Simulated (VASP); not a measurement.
A run of VASP 6.6.1:

Contents of INCAR:

```
SYSTEM = Nb
  PREC = Accurate
  ENCUT = 520
  EDIFF = 1E-6
  ISMEAR = 0
  SIGMA = 0.15
  LREAL = .False.
  LASPH = .True.
  NELM = 80
  ALGO = Fast
  ISIF = 2
  LWAVE = .False.
  LCHARG = .False.
  GGA = PE
  NBANDS = 12
```

Contents of KPOINTS:

```
Automatic mesh
0
Gamma
  22 22 22
  0 0 0
```

POSCAR

```
Nb
1.0
   -1.6371074029      1.6371074029      1.7189627730
    1.6371074029     -1.6371074029      1.7189627730
    1.6371074029      1.6371074029     -1.7189627730
Nb
1
Direct
    0.0000000000      0.0000000000      0.0000000000
```

Potentials or basis: VASP PAW PBE potentials, release 64 (Nb_sv).

The run is started by

```console
$ cat potpaw_PBE.64/Nb_sv/POTCAR > POTCAR
$ mpirun -np 1 vasp_std > vasp.out
```

Hardware: 1 thread of AMD EPYC 9R45 96-Core Processor (Zen 5), on a shared host.

Task: How long does it take, and how much memory?

Result: Wall time 2.9 min on 1 thread of AMD EPYC 9R45 96-Core Processor (Zen 5), on a shared host, peak memory 0.26 GiB. Counts: scf iterations 20, k points 834.
